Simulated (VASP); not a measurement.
# Sb (R-3m) in VASP: settings compared

The runs below take Sb through single point, with BLYP+D4, PBE+D4.

Program: VASP 6.6.1. These are calculated values, not measurements. Logs are shortened: lines on timing, memory, paths and dates and some standing lists are left out, and cuts for length are marked.

## 1. The cell of the first run

It takes space group R-3m (No. 166, trigonal). The conventional cell has a = 4.308 Å, b = 4.308 Å, c = 11.274 Å, α = 90.00°, β = 90.00°, γ = 120.00°. Sb (site symmetry 3m) has 6 Sb at 2.91 to 3.35 Å within 3.8 Å.

## 2. Single point, BLYP+D4

POSCAR reads:

```
Sb
1.0
    2.1542000000      1.2437279499      3.7580000000
   -2.1542000000      1.2437279499      3.7580000000
    0.0000000000     -2.4874558998      3.7580000000
Sb
2
Direct
    0.7665100000      0.7665100000      0.7665100000
    0.2334900000      0.2334900000      0.2334900000
```

INCAR.step1 reads:

```
  PREC = Accurate
  ENCUT = 400
  EDIFF = 1E-6
  ISMEAR = 1
  SIGMA = 0.1
  LREAL = False
  LASPH = True
  NELM = 120
  ALGO = Normal
  ISIF = 2
  LWAVE = False
  LCHARG = True
  GGA = B5
  ALDAX = 1.0
  AGGAX = 1.0
  AGGAC = 1.0
  ALDAC = 0.0
  IVDW = 13
  VDW_S6 = 1.0
  VDW_S8 = 2.34076671
  VDW_A1 = 0.44488865
  VDW_A2 = 4.0933009
  NBANDS = 12
  GGA_COMPAT = False
  NEDOS = 2001
  LORBIT = 11
```

KPOINTS.step1 reads:

```
Automatic mesh
0
Gamma
  8 8 8
```

INCAR.step2 reads:

```
  PREC = Accurate
  ENCUT = 400
  EDIFF = 1E-6
  ISMEAR = -5
  SIGMA = 0.1
  LREAL = False
  LASPH = True
  NELM = 120
  ALGO = Normal
  ISIF = 2
  LWAVE = False
  LCHARG = False
  GGA = B5
  ALDAX = 1.0
  AGGAX = 1.0
  AGGAC = 1.0
  ALDAC = 0.0
  IVDW = 13
  VDW_S6 = 1.0
  VDW_S8 = 2.34076671
  VDW_A1 = 0.44488865
  VDW_A2 = 4.0933009
  LORBIT = 10
  NBANDS = 12
  NEDOS = 2001
  ICHARG = 11
  GGA_COMPAT = False
```

KPOINTS.step2 reads:

```
Automatic mesh
0
Gamma
  12 12 12
```

Potentials or basis: VASP PAW PBE potentials, release 64 (Sb).

Run with:

```
$ cat potpaw_PBE.64/Sb/POTCAR > POTCAR
$ cp INCAR.step1 INCAR
$ cp KPOINTS.step1 KPOINTS
$ mpirun -np 1 vasp_std > vasp.out
$ cp INCAR.step2 INCAR
$ cp KPOINTS.step2 KPOINTS
$ mpirun -np 1 vasp_std > vasp.out
```

OUTCAR:

```text
PREC = Accurate
   ENCUT = 400
   EDIFF = 1E-6
   ISMEAR = -5
   LREAL = False
   LASPH = True
   NELM = 120
   ISIF = 2
   GGA = B5
   IVDW = 13
   LORBIT = 10
   ICHARG = 11

 ion  position               nearest neighbor table
   1  0.767  0.767  0.767-   2 2.91   2 2.91   2 2.91   2 3.35   2 3.35   2 3.35
   2  0.233  0.233  0.233-   1 2.91   1 2.91   1 2.91   1 3.35   1 3.35   1 3.35

  LATTYP: Found a trigonal (rhomboedric) cell.
 ALAT       =     4.5066618304
 COS(alpha) =     0.5430253624

  Lattice vectors:

 A1 = (   2.1542000000,   1.2437279499,   3.7580000000)
 A2 = (  -2.1542000000,   1.2437279499,   3.7580000000)
 A3 = (   0.0000000000,  -2.4874558998,   3.7580000000)

Analysis of symmetry for initial positions (statically):
=====================================================================
 Subroutine PRICEL returns:
 Original cell was already a primitive cell.

 Routine SETGRP: Setting up the symmetry group for a
 trigonal (rhombohedral) supercell.

 Subroutine GETGRP returns: Found 12 space group operations
 (whereof 12 operations were pure point group operations)
 out of a pool of 12 trial point group operations.

The static configuration has the point symmetry D_3d.

Analysis of symmetry for dynamics (positions and initial velocities):
=====================================================================
 Subroutine PRICEL returns:
 Original cell was already a primitive cell.

 Routine SETGRP: Setting up the symmetry group for a
 trigonal (rhombohedral) supercell.

 Subroutine GETGRP returns: Found 12 space group operations
 (whereof 12 operations were pure point group operations)
 out of a pool of 12 trial point group operations.

The dynamic configuration has the point symmetry D_3d.

 Subroutine INISYM returns: Found 12 space group operations
 (whereof 12 operations are pure point group operations),
 and found     1 'primitive' translations

----------------------------------------------------------------------------------------

                                     Primitive cell

  volume of cell :      60.4115

  direct lattice vectors                    reciprocal lattice vectors
     2.154200000  1.243727950  3.758000000     0.232104726  0.134005726  0.088699663
    -2.154200000  1.243727950  3.758000000    -0.232104726  0.134005726  0.088699663
[... 103 lines left out ...]
   EFERMI_NEDOS =   21; number of points for ismear=-14 and -15
   IALGO  =     38    algorithm
   IMIX   =      4    mixing-type and parameters
     AMIX     =   0.40;   BMIX     =  1.00
     AMIX_MAG =   1.60;   BMIX_MAG =  1.00
  volume/ion in A,a.u.               =      30.21       203.84
  Fermi-wavevector in a.u.,A,eV,Ry     =   0.898880  1.698637 10.993305  0.807985
  Thomas-Fermi vector in A             =   2.021644
   LORBIT       =     10    0 simple, 1 ext, 2 COOP (PROOUT), +10 PAW based schemes
   GGA     = B5    functional components
   LHFCALC =     F    Hartree Fock is set to
   AEXX    =    0.0000 exact exchange contribution
   IVDW    =    13    specifies the selected vdW correction
   LEPSILON=     F    determine dielectric tensor
   LRPA    =     F    only Hartree local field effects (RPA)
 non-spin polarized calculation
 Fermi weights with tetrahedron method with Bloechl corrections
  energy-cutoff  :      400.00
  volume of cell :       60.41
 maximum number of plane-waves:      1113
 NGX is ok and might be reduce to    30

 number of electron      10.0000002 magnetization

 Free energy of the ion-electron system (eV)
  ---------------------------------------------------
  ext. energy  EPLUGINS =         0.00000000
  ---------------------------------------------------
  free energy    TOTEN  =        -6.68294868 eV

  energy without entropy =       -6.68294868  energy(sigma->0) =       -6.68294868

 E-fermi :   7.7264     XC(G=0):  -8.8637

 val. band max:        7.7909700324   @ k =   0.3333   0.1667   0.1667
 cond. band min:       7.6250936385   @ k =   0.5000  -0.0000   0.0000
 fundamental gap:     -0.1658763939
 Fermi energy:         7.7263674653

 k-point     1 :       0.0000    0.0000    0.0000
  band No.  band energies     occupation
      1      -4.9747      2.00000
      2       2.8234      2.00000
      3       5.6723      2.00000
      4       5.9196      2.00000
      5       5.9196      2.00000
      6       9.8421      0.00000
      7      10.4193      0.00000
      8      10.4193      0.00000
      9      13.0574      0.00000
     10      13.0574      0.00000
     11      13.2017      0.00000
     12      14.7859      0.00000
[... 331 lines left out ...]
 k-point    24 :      -0.4167    0.1667    0.0000
  band No.  band energies     occupation
      1      -2.4882      2.00000
      2      -1.7552      2.00000
      3       4.0722      2.00000
      4       5.5115      2.00000
      5       6.0753      2.00000
      6       8.7229      0.00000
      7       9.0632      0.00000
      8      10.8208      0.00000
      9      14.5093      0.00000
     10      15.0302      0.00000
     11      15.6268      0.00000
     12      17.9169      0.00000

 [... further k-points ...]

------------------------ aborting loop because EDIFF is reached ----------------------------------------

  DFT-D4 for vdW energy calculation

  Edisp (eV):   -1.93190

  FORCE on cell =-STRESS in cart. coord.  units (eV):
  Direction    XX          YY          ZZ          XY          YZ          ZX
  --------------------------------------------------------------------------------------
  -------------------------------------------------------------------------------------
  Total       0.86157     0.86157     0.59184     0.00000    -0.00000     0.00000
  in kB      22.84978    22.84978    15.69613     0.00000    -0.00000     0.00000
  external pressure =       20.47 kB  Pullay stress =        0.00 kB

 VOLUME and BASIS-vectors are now :
 -----------------------------------------------------------------------------
  energy-cutoff  :      400.00
  volume of cell :       60.41
      direct lattice vectors                 reciprocal lattice vectors
     2.154200000  1.243727950  3.758000000     0.232104726  0.134005726  0.088699663
    -2.154200000  1.243727950  3.758000000    -0.232104726  0.134005726  0.088699663
     0.000000000 -2.487455900  3.758000000     0.000000000 -0.268011452  0.088699663

 POSITION                                       TOTAL-FORCE (eV/Angst)
 -----------------------------------------------------------------------------------
      0.00000      0.00000      8.64163         0.000000      0.000000     -0.228081
      0.00000      0.00000      2.63237         0.000000     -0.000000      0.228081
 -----------------------------------------------------------------------------------
    total drift:                                0.000000      0.000000     -0.000000

  FREE ENERGIE OF THE ION-ELECTRON SYSTEM (eV)
  ---------------------------------------------------
  free  energy   TOTEN  =        -8.6148492058 eV

  energy  without entropy=       -8.6148492058  energy(sigma->0) =       -8.61484921

 total charge

# of ion       s       p       d       tot
------------------------------------------
    1        1.233   1.182   0.034   2.450
    2        1.233   1.182   0.034   2.450
--------------------------------------------------
tot          2.466   2.365   0.069   4.899
```

OUTCAR.step1:

```text
PREC = Accurate
   ENCUT = 400
   EDIFF = 1E-6
   ISMEAR = 1
   LREAL = False
   LASPH = True
[... 592 lines left out ...]
    total drift:                                0.000000      0.000000     -0.000000

  FREE ENERGIE OF THE ION-ELECTRON SYSTEM (eV)
  ---------------------------------------------------
  free  energy   TOTEN  =        -8.6192084802 eV

  energy  without entropy=       -8.6186364197  energy(sigma->0) =       -8.61901779

 total charge

# of ion       s       p       d       tot
------------------------------------------
    1        1.234   1.181   0.034   2.449
    2        1.234   1.181   0.034   2.449
--------------------------------------------------
tot          2.468   2.361   0.069   4.898
```

Wall time 2.1 min (1 thread of Intel Xeon Platinum 8488C (Sapphire Rapids), shared host); peak memory 0.21 GiB.

Results:

```
Valence electrons inside the program's atomic spheres : Sb 2.45
Dispersion energy per atom                            : -0.966 eV
```

Levels at points of the mesh, in eV from the Fermi level:
| k point | band 3 | band 4 | band 5 | band 6 | band 7 | band 8 |
| --- | --- | --- | --- | --- | --- | --- |
| (0.00, 0.00, 0.00) | -2.05 | -1.81 | -1.81 | 2.12 | 2.69 | 2.69 |
| (0.50, 0.00, 0.00) | -1.92 | -1.80 | -0.26 | -0.10 | 0.31 | 0.55 |
| (0.50, 0.50, 0.00) | -5.33 | -3.69 | -3.61 | 1.82 | 4.87 | 5.53 |
| (0.50, 0.50, 0.50) | -1.30 | -1.30 | -0.40 | 0.17 | 0.17 | 1.20 |

Caveat: the PAW data sets were made with another functional, which shifts forces and pressure a little; spin-orbit coupling is left out, which moves the levels of the heavy elements; tetrahedron occupations give inexact forces and stress in metals.

## 3. Single point, PBE+D4

POSCAR is that of step 2.

INCAR.step1 reads:

```
SYSTEM = Sb
ALGO = Normal
EDIFF = 1E-6
ENCUT = 400
GGA = PE
GGA_COMPAT = .FALSE.
ISIF = 2
ISMEAR = -1
IVDW = 13
LASPH = .TRUE.
LCHARG = .TRUE.
LORBIT = 11
LREAL = .FALSE.
LWAVE = .FALSE.
NBANDS = 12
NEDOS = 2001
NELM = 120
PREC = Accurate
SIGMA = 0.05
```

KPOINTS.step1 reads:

```
k-points
0
G
  8 8 8
  0 0 0
```

INCAR.step2 reads:

```
SYSTEM = Sb
ALGO = Normal
EDIFF = 1E-6
ENCUT = 400
GGA = PE
GGA_COMPAT = .FALSE.
ICHARG = 11
ISIF = 2
ISMEAR = -5
IVDW = 13
LASPH = .TRUE.
LCHARG = .FALSE.
LORBIT = 11
LREAL = .FALSE.
LWAVE = .FALSE.
NBANDS = 12
NEDOS = 2001
NELM = 120
PREC = Accurate
SIGMA = 0.05
```

KPOINTS.step2 reads:

```
k-points
0
G
  12 12 12
  0 0 0
```

Potentials or basis: VASP PAW PBE potentials, release 64 (Sb).

Run with:

```
$ cat potpaw_PBE.64/Sb/POTCAR > POTCAR
$ cp INCAR.step1 INCAR
$ cp KPOINTS.step1 KPOINTS
$ mpirun -np 1 vasp_std > vasp.out
$ cp INCAR.step2 INCAR
$ cp KPOINTS.step2 KPOINTS
$ mpirun -np 1 vasp_std > vasp.out
```

It took 33 s on 1 thread of AMD EPYC 9R45 (Zen 5), shared host; peak memory 0.18 GiB.

Results (log left out):

```yaml
Valence_electrons_inside_the_program's_atomic_spheres: Sb 2.40
Dispersion_energy_per_atom: -0.510 eV
```

Levels at points of the mesh, in eV from the Fermi level:
```tsv
k point	band 1	band 2	band 3	band 4	band 5	band 6	band 7	band 8	band 9	band 10
(0.00, 0.00, 0.00)	-12.68	-4.75	-2.02	-1.76	-1.76	2.11	2.74	2.74	5.13	5.13
(0.50, 0.00, 0.00)	-10.32	-9.59	-1.90	-1.78	-0.24	-0.16	0.24	0.55	7.61	8.25
(0.50, 0.50, 0.00)	-10.32	-7.96	-5.38	-3.71	-3.62	1.57	4.99	5.57	6.99	8.74
(0.50, 0.50, 0.50)	-11.15	-8.92	-1.28	-1.28	-0.44	0.18	0.18	1.18	7.04	8.69
```

Caveat: spin-orbit coupling is left out, which moves the levels of the heavy elements; tetrahedron occupations give inexact forces and stress in metals.
